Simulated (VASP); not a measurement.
# FePt (P4/mmm) in VASP: a series of runs, part 2 of 2

VASP 6.6.1.

### 4 Single point, BLYP, collinear spin, ferromagnetic start

This run uses another cell than the first one, of 14.35 Å³/atom.

INCAR reads:

```
  AGGAC = 1.0
  AGGAX = 1.0
  ALDAC = 0.0
  ALDAX = 1.0
  ALGO = Fast
  EDIFF = 1E-7
  ENCUT = 520
  GGA = B5
  ISIF = 2
  ISMEAR = -1
  ISPIN = 2
  LASPH = True
  LCHARG = False
  LMAXMIX = 4
  LORBIT = 11
  LREAL = False
  LWAVE = False
  MAGMOM = 0 3
  NBANDS = 20
  NELM = 150
  PREC = Accurate
  SIGMA = 0.05
```

KPOINTS reads:

```
k-points
0
Gamma
  10 10 7
```

POSCAR reads:

```
FePt
1.0
    2.7593396363      0.0000000000      0.0000000000
    0.0000000000      2.7593396363      0.0000000000
    0.0000000000      0.0000000000      3.7689529822
Pt Fe
1 1
Direct
    0.5000000000      0.5000000000      0.5000000000
    0.0000000000      0.0000000000      0.0000000000
```

Potentials or basis: VASP PAW PBE potentials, release 64 (Pt, Fe).

Launch:

```
$ cat potpaw_PBE.64/Pt/POTCAR potpaw_PBE.64/Fe/POTCAR > POTCAR
$ mpirun -np 1 vasp_std > vasp.out
```

OUTCAR:

```text
EDIFF = 1E-7
   ENCUT = 520
   GGA = B5
   ISIF = 2
   ISMEAR = -1
   ISPIN = 2
   LASPH = True
   LORBIT = 11
   LREAL = False
   NELM = 150
   PREC = Accurate

 ion  position               nearest neighbor table
   1  0.500  0.500  0.500-   2 2.71   2 2.71   2 2.71   2 2.71   2 2.71   2 2.71   2 2.71   2 2.71

   2  0.000  0.000  0.000-   1 2.71   1 2.71   1 2.71   1 2.71   1 2.71   1 2.71   1 2.71   1 2.71

  LATTYP: Found a simple tetragonal cell.
 ALAT       =     2.7593396363
 C/A-ratio  =     1.3658894804

  Lattice vectors:

 A1 = (   2.7593396363,   0.0000000000,   0.0000000000)
 A2 = (   0.0000000000,   2.7593396363,   0.0000000000)
 A3 = (   0.0000000000,   0.0000000000,   3.7689529822)

Analysis of symmetry for initial positions (statically):
=====================================================================
 Subroutine PRICEL returns:
 Original cell was already a primitive cell.

 Routine SETGRP: Setting up the symmetry group for a
 simple tetragonal supercell.

 Subroutine GETGRP returns: Found 16 space group operations
 (whereof 16 operations were pure point group operations)
 out of a pool of 16 trial point group operations.

The static configuration has the point symmetry D_4h.

Analysis of symmetry for dynamics (positions and initial velocities):
=====================================================================
 Subroutine PRICEL returns:
 Original cell was already a primitive cell.

 Routine SETGRP: Setting up the symmetry group for a
 simple tetragonal supercell.

 Subroutine GETGRP returns: Found 16 space group operations
 (whereof 16 operations were pure point group operations)
 out of a pool of 16 trial point group operations.

The dynamic configuration has the point symmetry D_4h.

Analysis of structural, dynamic, and magnetic symmetry:
=====================================================================
[... 152 lines left out ...]
  ---------------------------------------------------
  ext. energy  EPLUGINS =         0.00000000
  ---------------------------------------------------
  free energy    TOTEN  =       -12.63891336 eV

  energy without entropy =      -12.62710505  energy(sigma->0) =      -12.63300920

 E-fermi :   8.7046     XC(G=0): -12.1868

 val. band max:        8.7027750333   @ k =   0.5000   0.4000   0.2857
 cond. band min:       8.7102252857   @ k =   0.5000   0.2000   0.1429
 fundamental gap:      0.0074502524
 Fermi energy:         8.7046446971

 spin component 1

 k-point     1 :       0.0000    0.0000    0.0000
  band No.  band energies     occupation
      1      -0.4201      1.00000
      2       2.7034      1.00000
      3       2.8425      1.00000
      4       5.3788      1.00000
      5       5.3788      1.00000
      6       5.8824      1.00000
[... 541 lines left out ...]
     19      31.4127      0.00000
     20      31.5334      0.00000

 [... further k-points ...]

 spin component 2

 k-point     1 :       0.0000    0.0000    0.0000
  band No.  band energies     occupation
      1      -0.3027      1.00000
      2       3.2206      1.00000
      3       3.2603      1.00000
      4       6.3972      1.00000
      5       6.3972      1.00000
      6       7.9030      1.00000
[... 541 lines left out ...]
     19      31.6421      0.00000
     20      31.8101      0.00000

 [... further k-points ...]

------------------------ aborting loop because EDIFF is reached ----------------------------------------

  FORCE on cell =-STRESS in cart. coord.  units (eV):
  Direction    XX          YY          ZZ          XY          YZ          ZX
  --------------------------------------------------------------------------------------
  -------------------------------------------------------------------------------------
  Total        1.0876579      1.0876579      1.0952136      0.0000000      0.0000000      0.0000000
  in kB       60.7256093     60.7256093     61.1474558      0.0000000      0.0000000      0.0000000
  external PRESSURE =      60.8662248 kB  Pullay stress =       0.0000000 kB

 VOLUME and BASIS-vectors are now :
 -----------------------------------------------------------------------------
  energy-cutoff  :      520.00
  volume of cell :       28.70
      direct lattice vectors                 reciprocal lattice vectors
     2.759339636  0.000000000  0.000000000     0.362405551  0.000000000  0.000000000
     0.000000000  2.759339636  0.000000000     0.000000000  0.362405551  0.000000000
     0.000000000  0.000000000  3.768952982     0.000000000  0.000000000  0.265325677

 POSITION                                       TOTAL-FORCE (eV/Angst)
 -----------------------------------------------------------------------------------
      1.37967      1.37967      1.88448         0.000000      0.000000      0.000000
      0.00000      0.00000      0.00000         0.000000      0.000000      0.000000
 -----------------------------------------------------------------------------------
    total drift:                                0.000000      0.000000     -0.000000

  FREE ENERGIE OF THE ION-ELECTRON SYSTEM (eV)
  ---------------------------------------------------
  free  energy   TOTEN  =       -12.6389133579 eV

  energy  without entropy=      -12.6271050514  energy(sigma->0) =      -12.63300920

 total charge

# of ion       s       p       d       tot
------------------------------------------
    1        0.704   0.593   8.091   9.388
    2        0.395   0.407   6.164   6.965
--------------------------------------------------
tot          1.099   0.999  14.255  16.353

 magnetization (x)

# of ion       s       p       d       tot
------------------------------------------
    1       -0.025  -0.061   0.428   0.341
    2        0.002  -0.008   2.907   2.901
--------------------------------------------------
tot         -0.023  -0.070   3.335   3.242
```

stdout:

```text
POSCAR found type information on POSCAR PtFe
 POSCAR found :  2 types and       2 ions
 scaLAPACK will be used
 -----------------------------------------------------------------------------
|                                                                             |
|                                                                             |
|     You enforced a specific xc type in the INCAR file but a different       |
|     I HOPE YOU KNOW WHAT YOU ARE DOING!                                     |
|                                                                             |
 -----------------------------------------------------------------------------

 LDA part: xc-table for (Slater(with rela. corr.)+VWN5), standard interpolation
 POSCAR, INCAR and KPOINTS ok, starting setup
 FFT: planning ... GRIDC
 FFT: planning ... GRID_SOFT
 FFT: planning ... GRID
 WAVECAR not read
 entering main loop
WARNING in EDDRMM: call to ZHEGV failed, returncode =   6  3     19
WARNING in EDDRMM: call to ZHEGV failed, returncode =   8  4     20
WARNING in EDDRMM: call to ZHEGV failed, returncode =   6  3     20
WARNING in EDDRMM: call to ZHEGV failed, returncode =   8  4     20
```

It took 2.4 min on 1 thread of Oxide Virtual Turin-like, shared host; peak memory 0.18 GiB.

What came out:

```yaml
Free_energy: -12.6389 eV
Pressure: 6.1 GPa
Net_moment: 3.26 μB per cell
Site_moments: Pt +0.34; Fe +2.90 μB
Valence_electrons_inside_the_program's_atomic_spheres: Pt 9.39; Fe 6.96
```

Levels at points of the mesh, in eV from the Fermi level:
Spin up:
| k point | band 8 | band 9 | band 10 | band 11 | band 12 | band 13 | band 14 | band 15 |
| --- | --- | --- | --- | --- | --- | --- | --- | --- |
| (0.00, 0.00, 0.00) | -1.91 | -0.57 | -0.45 | -0.45 | 2.45 | 9.40 | 11.53 | 11.53 |
| (0.50, 0.00, 0.00) | -2.44 | -2.10 | -1.61 | 0.14 | 1.90 | 10.39 | 10.39 | 12.22 |
| (0.50, 0.50, 0.00) | -0.53 | -0.53 | 0.45 | 1.81 | 1.81 | 7.26 | 9.62 | 10.88 |
Spin down:
```csv
k point,band 4,band 5,band 6,band 7,band 8,band 9,band 10,band 11,band 12,band 13
"(0.00, 0.00, 0.00)",-2.31,-2.31,-0.80,-0.80,0.50,1.52,1.52,1.56,2.60,10.18
"(0.50, 0.00, 0.00)",-3.20,-2.38,-1.37,-1.12,-0.82,0.49,0.61,2.21,2.40,11.08
"(0.50, 0.50, 0.00)",-4.49,0.82,1.13,1.50,1.56,1.60,1.60,1.93,1.93,8.02
```

Caveat: the cell stands under pressure; the PAW data sets were made with another functional, which shifts forces and pressure a little; spin-orbit coupling is left out, which moves the levels of the heavy elements.

### 5 Summary

```csv
level,potentials or basis,cell,gap on the mesh (eV),pressure (GPa),moment (μB)
LDA,"VASP PAW LDA potentials, release 64 (Pt, Fe)","a = 2.724, b = 2.724, c = 3.720 Å, 2 atoms",none,-12.7,3.19
BLYP,"VASP PAW PBE potentials, release 64 (Pt, Fe)","a = 2.742, b = 2.742, c = 3.745 Å, 2 atoms",none,10.1,3.23
BLYP,"VASP PAW PBE potentials, release 64 (Pt, Fe)","a = 2.759, b = 2.759, c = 3.769 Å, 2 atoms",none,6.1,3.26
```

Alike in all rows: task single point; spin collinear, ferromagnetic start; k mesh 10 × 10 × 7; cutoff (eV) 520; smearing fermi-dirac 0.05 eV.

Caveats: spin-orbit coupling is left out, which moves the levels of the heavy elements; the cell stands under pressure (at least some runs); the PAW data sets were made with another functional, which shifts forces and pressure a little (at least some runs); the cell stands under tension (at least some runs).

Absolute energies hang on the potentials; compare differences alone.
